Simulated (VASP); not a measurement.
## Cu: single point with BLYP

Cu:

```
Cu
1.0
    -1.44279    1.44279    1.37608
     1.44279   -1.44279    1.37608
     1.44279    1.44279   -1.37608
Cu
1
Direct
  0.00000 0.00000 0.00000
```

```yaml
Program: VASP 6.6.1
Task: single point
Functional: BLYP
Potentials_or_basis: VASP PAW PBE potentials, release 64 (Cu)
Cutoff: 520 eV
k_mesh: 14 × 14 × 14
Occupations: fermi-dirac, width 0.05 eV
Spin: no spin polarisation
Dipole_correction: no
Further_INCAR_settings: ALGO = Normal; EDIFF = 1e-06; NBANDS = 12
```

- Pressure: 16.6 GPa

Stress tensor (GPa, compression positive):
```
16.88  0.00  0.00
 0.00 16.88  0.00
 0.00  0.00 16.17
```

Levels at points of the mesh, in eV from the Fermi level:
| k point | band 3 | band 4 | band 5 | band 6 | band 7 | band 8 | band 9 | band 10 |
| --- | --- | --- | --- | --- | --- | --- | --- | --- |
| (0.00, 0.00, 0.00) | -3.26 | -3.26 | -2.39 | -2.18 | 25.14 | 25.14 | 26.42 | 28.60 |
| (0.50, 0.00, 0.00) | -2.31 | -2.08 | -1.49 | -0.40 | 4.63 | 17.30 | 17.48 | 21.57 |
| (0.50, 0.50, 0.00) | -2.46 | -2.22 | -1.52 | -0.76 | 4.10 | 18.70 | 18.77 | 22.73 |
| (0.50, 0.50, 0.50) | -1.70 | -1.70 | -1.64 | 7.73 | 7.73 | 9.56 | 13.66 | 14.17 |

It took 26 s on 1 thread of Intel(R) Xeon(R) Platinum 8488C (Sapphire Rapids), with other jobs on the host, peak memory 0.14 GiB.

Caveat: the PAW data sets were made with another functional, which shifts forces and pressure a little.
